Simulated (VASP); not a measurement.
Here is a VASP 6.6.1 calculation.

The input INCAR:

```
SYSTEM = Au
PREC     = Accurate       ! precision mode
ENCUT    = 520            ! plane-wave cutoff, eV
EDIFF    = 1E-7           ! SCF threshold, eV
ISMEAR   = -1             ! smearing method
SIGMA    = 0.05           ! smearing width, eV
LREAL    = .FALSE.        ! projectors in reciprocal space
LASPH    = .TRUE.         ! aspherical terms in the spheres
NELM     = 80             ! most SCF steps
ALGO     = Normal         ! electronic algorithm
ISIF     = 2              ! what is computed and relaxed
LWAVE    = .FALSE.        ! write WAVECAR
LCHARG   = .TRUE.         ! write CHGCAR
GGA      = CA             ! functional
LELF     = .TRUE.         ! ELF
LVHAR    = .TRUE.       
NBANDS   = 12             ! bands
```

File KPOINTS:

```
regular mesh
0
G
  13 13 13
  0 0 0
```

POSCAR

```
Au
1.0
   -1.6572690000      1.6572690000      1.6572690000
    1.6572690000     -1.6572690000      1.6572690000
    1.6572690000      1.6572690000     -1.6572690000
Au
1
Direct
    0.0000000000      0.0000000000      0.0000000000
```

Potentials or basis: VASP PAW LDA potentials, release 64 (Au).

Run with:

```bash
$ cat potpaw_LDA.64/Au/POTCAR > POTCAR
$ mpirun -np 1 vasp_std > vasp.out
```

(1) Estimate the pressure.

## Answers

(1) -12.8 GPa.
